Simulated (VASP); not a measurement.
Input of a VASP 6.6.1 run:

Contents of INCAR:

```
SYSTEM = HfO2
PREC     = Accurate       ! precision mode
ENCUT    = 520            ! plane-wave cutoff, eV
EDIFF    = 1E-7           ! SCF threshold, eV
ISMEAR   = 0              ! smearing method
SIGMA    = 0.1            ! smearing width, eV
LREAL    = Auto         
LASPH    = .True.         ! aspherical terms in the spheres
NELM     = 60             ! most SCF steps
ALGO     = Normal         ! electronic algorithm
ISIF     = 2              ! what is computed and relaxed
LWAVE    = .False.        ! write WAVECAR
LCHARG   = .False.        ! write CHGCAR
GGA      = PE             ! functional
ISYM     = 0            
NBANDS   = 81             ! bands
```

KPOINTS

```
Automatic mesh
0
Gamma
  2 2 2
  0.5 0.5 0.5
```

Contents of POSCAR:

```
HfO2
1.0
   -5.1150000000     -2.5575000000     -2.5575000000
   -2.5575000000     -5.1150000000      2.5575000000
   -5.1150000000      2.5575000000      2.5575000000
Hf O
6 12
Direct
    0.6666666667      0.6666666667      0.0000000000
    0.3333333333      0.3333333333      0.0000000000
    0.0000000000      0.0000000000      0.0000000000
    0.8333333333      0.3333333333      0.5000000000
    0.5000000000      1.0000000000      0.5000000000
    0.1666666667      0.6666666667      0.5000000000
    0.2916666667      0.6666666667      0.1250000000
    0.9583333333      0.3333333333      0.1250000000
    0.6250000000      0.0000000000      0.1250000000
    0.4583333333      0.3333333333      0.6250000000
    0.1250000000      1.0000000000      0.6250000000
    0.7916666667      0.6666666667      0.6250000000
    0.5416666667      0.6666666667      0.3750000000
    0.2083333333      0.3333333333      0.3750000000
    0.8750000000      0.0000000000      0.3750000000
    0.7083333333      0.3333333333      0.8750000000
    0.3750000000      0.0000000000      0.8750000000
    0.0416666667      0.6666666667      0.8750000000
```

Potentials or basis: VASP PAW PBE potentials, release 64 (Hf_pv, O).

Run with:

```bash
$ cat potpaw_PBE.64/Hf_pv/POTCAR potpaw_PBE.64/O/POTCAR > POTCAR
$ mpirun -np 1 vasp_std > vasp.out
```

Question: Predict the pressure.

Answer: -6.0 GPa.

Question: Predict the band gap on the k mesh.

Answer: 4.27 eV.

Caveat: the k points lie up to 0.61 Å⁻¹ apart; spin-orbit coupling is left out, which moves the levels of the heavy elements. As with any semilocal functional, this PBE gap is likely too small.
